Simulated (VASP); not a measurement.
**Na2S: electric field gradients with PBEsol**

Na2S:

```
Na S
1.0
     0.00000    3.19639    3.19639
     3.19639    0.00000    3.19639
     3.19639    3.19639    0.00000
Na S
2 1
Direct
  0.25000 0.25000 0.25000
  0.75000 0.75000 0.75000
  0.00000 0.00000 0.00000
```

```json
{"Program": "VASP 6.6.1", "Task": "electric field gradients", "Functional": "PBEsol", "Potentials or basis": "VASP PAW PBE potentials, release 64 (Na_pv, S)", "Cutoff": "400 eV", "k mesh": "8 × 8 × 8", "Occupations": "fermi-dirac, width 0.02 eV", "Spin": "no spin polarisation", "Dipole correction": "no", "Further INCAR settings": "ALGO = Normal; EDIFF = 1e-08; NBANDS = 17"}
```

| Property | Result |
| --- | --- |
| Pressure | 1.5 GPa |
| Band gap on the k mesh | 2.59 eV |
| Largest electric field gradient by atom | zero within the noise of the run |

Levels at points of the mesh, in eV from the valence-band top:
| k point | band 8 | band 9 | band 10 | band 11 | band 12 | band 13 |
| --- | --- | --- | --- | --- | --- | --- |
| (0.00, 0.00, 0.00) | 0.00 | 0.00 | 0.00 | 2.59 | 7.90 | 7.90 |
| (0.50, 0.00, 0.00) | -1.80 | -0.14 | -0.14 | 4.99 | 6.59 | 7.21 |
| (0.50, 0.50, 0.00) | -1.60 | -0.49 | -0.49 | 3.72 | 6.15 | 8.96 |

Run time: 45 s on 1 thread of Intel Xeon 8259CL, on a shared host, peak memory 0.17 GiB.

Caveat: the PAW data sets were made with another functional, which shifts forces and pressure a little.
